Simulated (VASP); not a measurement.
Set up this calculation in VASP 6.6.1, as the native input.

```yaml
Task: single point
Functional: revPBE
Dispersion: D3(BJ)
Potentials_or_basis: VASP PAW PBE potentials, release 64 (Li_sv)
Cutoff: 520 eV
k_mesh: 11 × 11 × 11
Occupations: fermi-dirac, width 0.05 eV
Spin: no spin polarisation
Dipole_correction: no
Further_INCAR_settings: ALGO = Normal; EDIFF = 1e-07; NBANDS = 8
```

The structure of Li lies in POSCAR:

```
Li
1.0
   -1.7777401479      1.7777401479      1.7777401479
    1.7777401479     -1.7777401479      1.7777401479
    1.7777401479      1.7777401479     -1.7777401479
Li
1
Direct
    0.0000000000      0.0000000000      0.0000000000
```

The input as run:

INCAR

```
SYSTEM = Li
ALGO     = Normal         ! electronic algorithm
EDIFF    = 1E-7           ! SCF threshold, eV
ENCUT    = 520            ! plane-wave cutoff, eV
GGA      = RE             ! functional
ISIF     = 2              ! what is computed and relaxed
ISMEAR   = -1             ! smearing method
IVDW     = 12             ! dispersion correction
LASPH    = .TRUE.         ! aspherical terms in the spheres
LCHARG   = .FALSE.        ! write CHGCAR
LREAL    = .FALSE.        ! projectors in reciprocal space
LWAVE    = .FALSE.        ! write WAVECAR
NBANDS   = 8              ! bands
NELM     = 100            ! most SCF steps
PREC     = Accurate       ! precision mode
SIGMA    = 0.05           ! smearing width, eV
```

KPOINTS

```
k-points
0
G
  11 11 11
  0 0 0
```

Potentials or basis: VASP PAW PBE potentials, release 64 (Li_sv).

Launch:

```console
$ cat potpaw_PBE.64/Li_sv/POTCAR > POTCAR
$ mpirun -np 1 vasp_std > vasp.out
```

It gave:

The dispersion energy per atom is -0.298 eV.

Run time: 2.7 s on 1 thread of Intel(R) Xeon(R) 6975P-C (Granite Rapids), on a shared host, peak memory 0.13 GiB.
